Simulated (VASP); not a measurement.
# Al3Cu2 (P-1) in VASP: notebook, part 2 of 2

VASP 6.6.1.

**5. Single point, LDA (atoms displaced along a vibrational mode)**

INCAR reads:

```
  PREC = Accurate
  ENCUT = 520
  EDIFF = 1E-7
  ISMEAR = 0
  SIGMA = 0.15
  LREAL = F
  LASPH = T
  NELM = 80
  ALGO = Fast
  ISIF = 2
  LWAVE = F
  LCHARG = F
  NBANDS = 24
```

KPOINTS reads:

```
regular mesh
0
Gamma
  12 12 8
```

POSCAR reads:

```
Al3Cu2
1.0
    4.0557157516      0.0000000000      0.0000000000
   -2.0278578758      3.5123528714      0.0000000000
    0.0000000000      0.0000000000      4.9315479608
Al Cu
3 2
Direct
    0.0000000000      0.0000000000      0.0000000000
    0.3578061801      0.6666666667      0.3508928116
    0.6421938199      0.3333333333      0.6491071884
    0.2926993220      0.6666666667      0.8415870660
    0.7073006780      0.3333333333      0.1584129340
```

Launch:

```sh
$ cat potpaw_LDA.64/Al/POTCAR potpaw_LDA.64/Cu/POTCAR > POTCAR
$ mpirun -np 1 vasp_std > vasp.out
```

It took 20 min on 1 thread of Intel Xeon Platinum 8259CL at 2.50GHz (Skylake/Cascade Lake), shared host; peak memory 0.81 GiB.

Results (log left out):

```yaml
Free_energy: -22.7934 eV
Pressure: 1.7 GPa
Largest_force: 0.726 eV/Å
Band_gap_on_the_k_mesh: zero (an odd number of electrons rules out a gap without spin polarisation)
```

Forces on the atoms (eV/Å):
```
Al   0.000  0.000  0.000
Al  -0.173  0.107 -0.069
Al   0.173 -0.107  0.069
Cu   0.703 -0.026 -0.180
Cu  -0.703  0.026  0.180
```

Stress tensor (GPa, compression positive):
```
 3.59 -2.82  0.52
-2.82  1.13 -0.08
 0.52 -0.08  0.25
```

Levels at points of the mesh, in eV from the Fermi level:
```tsv
k point	band 13	band 14	band 15	band 16	band 17	band 18	band 19	band 20
(0.00, 0.00, 0.00)	-3.66	-0.25	-0.01	1.04	1.60	2.61	3.03	5.50
(0.50, 0.00, 0.00)	-3.08	-2.92	-2.59	-0.53	0.01	0.33	3.15	3.78
(0.00, 0.50, 0.00)	-3.14	-2.86	-2.55	-0.64	-0.07	0.35	3.23	3.80
(0.50, 0.50, 0.00)	-3.07	-2.85	-2.50	-0.88	-0.09	0.49	3.15	3.97
(0.00, 0.00, 0.50)	0.74	1.13	1.52	1.70	2.02	2.40	2.52	2.68
(0.50, 0.00, 0.50)	-4.11	-3.60	-1.74	-0.28	0.89	1.04	5.39	5.51
(0.00, 0.50, 0.50)	-4.19	-3.61	-1.79	-0.35	0.92	1.13	5.27	5.47
(0.50, 0.50, 0.50)	-4.35	-3.59	-1.78	-0.11	0.77	1.11	5.05	5.29
```

Caveat: the cell differs from its parent crystal (atoms displaced along a vibrational mode).

**6. Single point, LDA (atoms displaced along a vibrational mode, the cell strained)**

INCAR reads:

```
ALGO = Fast ; EDIFF = 1E-7
ENCUT = 520 ; ISIF = 2
ISMEAR = 0 ; LASPH = T
LCHARG = T ; LELF = T
LREAL = F ; LVHAR = T
LWAVE = F ; NBANDS = 24
NELM = 100 ; PREC = Accurate
SIGMA = 0.15
```

KPOINTS reads:

```
k-points
0
Gamma
  12 12 8
```

POSCAR, as its differences from that of step 5:

```diff
@@ -2,5 +2,5 @@
 1.0
-    4.0557157516      0.0000000000      0.0000000000
-   -2.0278578758      3.5123528714      0.0000000000
-    0.0000000000      0.0000000000      4.9315479608
+    4.0084666631      0.0000000000      0.0000000000
+   -2.0042333315      3.4714339605      0.0000000000
+    0.0000000000      0.0000000000      5.0464530283
 Al Cu
```

Potentials or basis: VASP PAW LDA potentials, release 64 (Al, Cu).

Launch:

```sh
$ cat potpaw_LDA.64/Al/POTCAR potpaw_LDA.64/Cu/POTCAR > POTCAR
$ mpirun -np 1 vasp_std > vasp.out
```

It took 11 min on 1 thread of AMD EPYC 9R45 (Zen 5), shared host; peak memory 0.78 GiB.

Results (log left out):

| Property | Result |
| --- | --- |
| Free energy | -22.7406 eV |
| Pressure | 1.9 GPa |
| Largest force | 0.859 eV/Å |
| Band gap on the k mesh | zero (an odd number of electrons rules out a gap without spin polarisation) |

Forces in eV/Å, atoms in the order of the input:
```
Al   0.000  0.000  0.000
Al  -0.198  0.104 -0.054
Al   0.198 -0.104  0.054
Cu   0.810 -0.035 -0.284
Cu  -0.810  0.035  0.284
```

Stress tensor (GPa, compression positive):
```
 5.56 -3.18  0.07
-3.18  3.61  0.05
 0.07  0.05 -3.43
```

Levels at points of the mesh, in eV from the Fermi level:
| k point | band 13 | band 14 | band 15 | band 16 | band 17 | band 18 | band 19 | band 20 |
| --- | --- | --- | --- | --- | --- | --- | --- | --- |
| (0.00, 0.00, 0.00) | -3.74 | 0.00 | 0.23 | 1.27 | 1.86 | 2.94 | 3.36 | 5.49 |
| (0.50, 0.00, 0.00) | -3.08 | -2.87 | -2.70 | -0.67 | -0.03 | 0.43 | 3.07 | 3.73 |
| (0.00, 0.50, 0.00) | -3.17 | -2.79 | -2.66 | -0.78 | -0.09 | 0.40 | 3.16 | 3.75 |
| (0.50, 0.50, 0.00) | -3.05 | -2.82 | -2.60 | -1.02 | -0.20 | 0.63 | 3.08 | 3.90 |
| (0.00, 0.00, 0.50) | 0.90 | 1.25 | 1.61 | 1.82 | 1.87 | 2.37 | 2.59 | 2.75 |
| (0.50, 0.00, 0.50) | -4.12 | -3.59 | -1.64 | -0.20 | 1.06 | 1.25 | 4.89 | 5.08 |
| (0.00, 0.50, 0.50) | -4.19 | -3.60 | -1.68 | -0.25 | 1.07 | 1.33 | 4.83 | 5.03 |
| (0.50, 0.50, 0.50) | -4.32 | -3.58 | -1.68 | -0.03 | 0.91 | 1.33 | 4.62 | 4.84 |

Caveat: the cell differs from its parent crystal (atoms displaced along a vibrational mode, the cell strained).

**7. Single point, LDA (atoms displaced along a vibrational mode, the cell strained)**

INCAR reads:

```
SYSTEM = Al3Cu2
ALGO     = Fast           ! electronic algorithm
EDIFF    = 1E-7           ! SCF threshold, eV
ENCUT    = 520            ! plane-wave cutoff, eV
ISIF     = 2              ! what is computed and relaxed
ISMEAR   = 0              ! smearing method
LASPH    = .TRUE.         ! aspherical terms in the spheres
LCHARG   = .FALSE.        ! write CHGCAR
LREAL    = .FALSE.        ! projectors in reciprocal space
LWAVE    = .FALSE.        ! write WAVECAR
NBANDS   = 24             ! bands
NELM     = 80             ! most SCF steps
PREC     = Accurate       ! precision mode
SIGMA    = 0.15           ! smearing width, eV
```

KPOINTS reads:

```
k-points
0
G
  12 12 8
  0 0 0
```

POSCAR reads:

```
Al3Cu2
1.0
    3.9137657003      0.0000000000      0.0000000000
   -1.9568828501      3.3894205209      0.0000000000
    0.0000000000      0.0000000000      5.2767563181
Al Cu
3 2
Direct
    0.0000000000      0.0000000000      0.0000000000
    0.3516879684      0.6666666667      0.3508928116
    0.6483120316      0.3333333333      0.6491071884
    0.3028578248      0.6666666667      0.8415870660
    0.6971421752      0.3333333333      0.1584129340
```

Launch:

```sh
$ cat potpaw_LDA.64/Al/POTCAR potpaw_LDA.64/Cu/POTCAR > POTCAR
$ mpirun -np 1 vasp_std > vasp.out
```

Run time: 14 min. Hardware: 1 thread of Intel Xeon 6975P-C (Granite Rapids), shared host; peak memory 0.81 GiB.

Results (log left out):

```yaml
Free_energy: -22.5607 eV
Pressure: 3.2 GPa
Largest_force: 0.792 eV/Å
Band_gap_on_the_k_mesh: zero (an odd number of electrons rules out a gap without spin polarisation)
```

Forces on the atoms (eV/Å):
```
Al   0.000  0.000  0.000
Al  -0.156  0.053 -0.029
Al   0.156 -0.053  0.029
Cu   0.704 -0.034 -0.362
Cu  -0.704  0.034  0.362
```

Stress tensor (GPa, compression positive):
```
 9.17 -2.78 -0.25
-2.78  8.31  0.18
-0.25  0.18 -7.74
```

Levels at points of the mesh, in eV from the Fermi level:
```
           k point  band 12  band 13  band 14  band 15  band 16  band 17  band 18  band 19  band 20  band 21
(0.00, 0.00, 0.00)    -3.85    -3.77     0.56     0.73     1.90     2.38     3.72     4.06     5.52     5.66
(0.50, 0.00, 0.00)    -4.14    -3.29    -2.86    -2.46    -0.92    -0.26     0.94     2.99     3.74     4.96
(0.00, 0.50, 0.00)    -4.10    -3.32    -2.82    -2.45    -1.00    -0.29     0.90     3.07     3.76     5.00
(0.50, 0.50, 0.00)    -4.06    -3.24    -2.77    -2.44    -1.18    -0.39     1.07     3.01     3.85     5.00
(0.00, 0.00, 0.50)    -4.13     0.77     1.34     1.67     1.86     2.14     2.19     3.08     3.23     3.88
(0.50, 0.00, 0.50)    -4.24    -4.12    -3.53    -1.37     0.07     1.41     1.77     4.08     4.26     4.45
(0.00, 0.50, 0.50)    -4.29    -4.15    -3.54    -1.39     0.07     1.36     1.81     4.07     4.24     4.29
(0.50, 0.50, 0.50)    -4.34    -4.20    -3.53    -1.40     0.20     1.22     1.83     3.90     4.16     4.47
```

Caveat: the cell differs from its parent crystal (atoms displaced along a vibrational mode, the cell strained); the cell stands under pressure.

**8. Overview**

| cell | further INCAR settings | gap on the mesh (eV) | pressure (GPa) | largest force (eV/Å) |
| --- | --- | --- | --- | --- |
| a = 3.961, b = 3.961, c = 5.162 Å, angles 90.0, 90.0, 120.0°, 5 atoms, atomic positions A | ALGO = Fast; EDIFF = 1e-07; NBANDS = 24 | none | 1.7 | 0.49 |
| a = 4.056, b = 4.056, c = 4.932 Å, angles 90.0, 90.0, 120.0°, 5 atoms, atomic positions B | ALGO = Fast; EDIFF = 1e-06; NBANDS = 24 | none | 1.3 | 0.52 |
| a = 4.103, b = 4.103, c = 4.817 Å, angles 90.0, 90.0, 120.0°, 5 atoms, atomic positions C | ALGO = Fast; EDIFF = 1e-06; NBANDS = 24 | none | 2.1 | 0.58 |
| a = 4.056, b = 4.056, c = 4.932 Å, angles 90.0, 90.0, 120.0°, 5 atoms, atomic positions C | ALGO = Fast; EDIFF = 1e-07; NBANDS = 24 | none | 1.7 | 0.73 |
| a = 4.008, b = 4.008, c = 5.046 Å, angles 90.0, 90.0, 120.0°, 5 atoms, atomic positions C | ALGO = Fast; EDIFF = 1e-07; NBANDS = 24 | none | 1.9 | 0.86 |
| a = 3.914, b = 3.914, c = 5.277 Å, angles 90.0, 90.0, 120.0°, 5 atoms, atomic positions B | ALGO = Fast; EDIFF = 1e-07; NBANDS = 24 | none | 3.2 | 0.79 |

Alike in all rows: task single point; level LDA; potentials or basis VASP PAW LDA potentials, release 64 (Al, Cu); no spin polarisation; k mesh 12 × 12 × 8; cutoff (eV) 520; smearing gaussian 0.15 eV.

Caveats: the cell stands under pressure (at least some runs).

Total energies depend on the potentials used, so only differences within one code and one set of settings carry meaning.
